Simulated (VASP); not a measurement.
Wanted: the native input for a VASP 6.6.1 run.

| Item | Value |
| --- | --- |
| Task | single point |
| Functional | PBE |
| Potentials or basis | VASP PAW PBE potentials, release 64 (Ga_d, O) |
| Cutoff | 520 eV |
| k mesh | 12 × 12 × 16 |
| Occupations | gaussian, width 0.1 eV |
| Spin | no spin polarisation |
| Dipole correction | no |
| Further INCAR settings | ALGO = Normal; EDIFF = 1e-06; NBANDS = 23 |

The structure of Ga2O lies in POSCAR:

```
Ga2O
1.0
    4.2947522056      0.0000000000      0.0000000000
   -2.1473761028      3.7193645130      0.0000000000
    0.0000000000      0.0000000000      2.9090573193
Ga O
2 1
Direct
    0.3333333333      0.6666666667      0.0000000000
    0.6666666667      0.3333333333      0.0000000000
    0.0000000000      0.0000000000      0.0000000000
```

The cell was built from a structure type or drawn by symmetry, and may not be a known phase.

One way to write it, as run:

INCAR

```
SYSTEM = Ga2O
  ALGO = Normal
  EDIFF = 1E-6
  ENCUT = 520
  GGA = PE
  ISIF = 2
  ISMEAR = 0
  LASPH = .TRUE.
  LCHARG = .FALSE.
  LREAL = .FALSE.
  LWAVE = .FALSE.
  NBANDS = 23
  NELM = 100
  PREC = Accurate
  SIGMA = 0.1
```

KPOINTS

```
k-points
0
G
  12 12 16
  0 0 0
```

Potentials or basis: VASP PAW PBE potentials, release 64 (Ga_d, O).

Launch:

```sh
$ cat potpaw_PBE.64/Ga_d/POTCAR potpaw_PBE.64/O/POTCAR > POTCAR
$ mpirun -np 1 vasp_std > vasp.out
```

It gave:

```
Pressure               : 0.1 GPa
Band gap on the k mesh : zero (bands 16 and 17 overlap by 1.52 eV)
```

Wall time 3.8 min on 1 thread of Intel Xeon 8259CL, on a shared host, peak memory 0.28 GiB.
